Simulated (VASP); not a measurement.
Here is a VASP 6.6.1 calculation.

The input INCAR:

```
PREC = Accurate ; ENCUT = 520
EDIFF = 1E-6 ; ISMEAR = -1
SIGMA = 0.08 ; LREAL = F
LASPH = T ; NELM = 60
ALGO = Normal ; ISIF = 2
LWAVE = F ; LCHARG = F
GGA = PE ; NBANDS = 12
```

KPOINTS

```
regular mesh
0
Gamma
  21 21 21
```

Contents of POSCAR:

```
Ti
1.0
   -1.2745881886      1.2745881886      1.2745881886
    1.2745881886     -1.2745881886      1.2745881886
    1.2745881886      1.2745881886     -1.2745881886
Ti
1
Direct
    0.0000000000      0.0000000000      0.0000000000
```

Potentials or basis: VASP PAW PBE potentials, release 64 (Ti_sv).

The run is started by

```sh
$ cat potpaw_PBE.64/Ti_sv/POTCAR > POTCAR
$ mpirun -np 1 vasp_std > vasp.out
```

(1) Estimate the band gap on the k mesh.

(2) Estimate the pressure.

## Answers

(1) zero (band 6 reaches 19.53 eV, above the bottom of band 7 at 17.40 eV).

(2) 233.0 GPa.
